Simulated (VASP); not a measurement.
Write the native input for VASP 6.6.1 that does the following.

| Property | Result |
| --- | --- |
| Task | single point |
| Functional | r2SCAN |
| Potentials or basis | VASP PAW PBE potentials, release 64 (Sr_sv) |
| Cutoff | 520 eV |
| k mesh | 14 × 14 × 14 |
| Occupations | gaussian, width 0.15 eV |
| Spin | no spin polarisation |
| Dipole correction | no |
| Further INCAR settings | ALGO = Normal; EDIFF = 1e-07; NBANDS = 11 |

Sr:

```xyz
1
Lattice="-2.5220 2.5220 2.2310 2.5220 -2.5220 2.2310 2.5220 2.5220 -2.2310" Properties=species:S:1:pos:R:3 pbc="T T T"
Sr    0.0000    0.0000    0.0000
```

This cell differs from its parent crystal: strain +0.040 along x and y, -0.080 along z.

The input as run:

POSCAR

```
Sr
1.0
   -2.5220000000      2.5220000000      2.2310000000
    2.5220000000     -2.5220000000      2.2310000000
    2.5220000000      2.5220000000     -2.2310000000
Sr
1
Direct
    0.0000000000      0.0000000000      0.0000000000
```

INCAR.step1

```
SYSTEM = Sr
PREC = Accurate
ENCUT = 520
ISMEAR = 0
SIGMA = 0.15
LREAL = .FALSE.
LASPH = .TRUE.
NELM = 80
NBANDS = 11
GGA = PE
ALGO = Normal
EDIFF = 1E-4
LWAVE = .TRUE.
LCHARG = .FALSE.
```

INCAR.step2

```
SYSTEM = Sr
PREC = Accurate
ENCUT = 520
EDIFF = 1E-7
ISMEAR = 0
SIGMA = 0.15
LREAL = .FALSE.
LASPH = .TRUE.
NELM = 80
ALGO = Normal
ISIF = 2
LWAVE = .FALSE.
LCHARG = .FALSE.
METAGGA = R2SCAN
LMIXTAU = .TRUE.
NBANDS = 11
ISTART = 1
```

KPOINTS

```
Automatic mesh
0
G
  14 14 14
  0 0 0
```

Potentials or basis: VASP PAW PBE potentials, release 64 (Sr_sv).

Run with:

```console
$ cat potpaw_PBE.64/Sr_sv/POTCAR > POTCAR
$ cp INCAR.step1 INCAR
$ mpirun -np 1 vasp_std > vasp.out
$ cp INCAR.step2 INCAR
$ mpirun -np 1 vasp_std > vasp.out
```

It gave:

| Property | Result |
| --- | --- |
| Pressure | -0.1 GPa |
| Band gap on the k mesh | zero (band 5 reaches 1.74 eV, above the bottom of band 6 at 1.33 eV) |

Caveat: the cell differs from its parent crystal (strain +0.040 along x and y, -0.080 along z); the PAW data sets were made with another functional, which shifts forces and pressure a little.

It took 2.7 min on 1 thread of Intel(R) Xeon(R) 6975P-C (Granite Rapids) (shared host), peak memory 0.29 GiB.
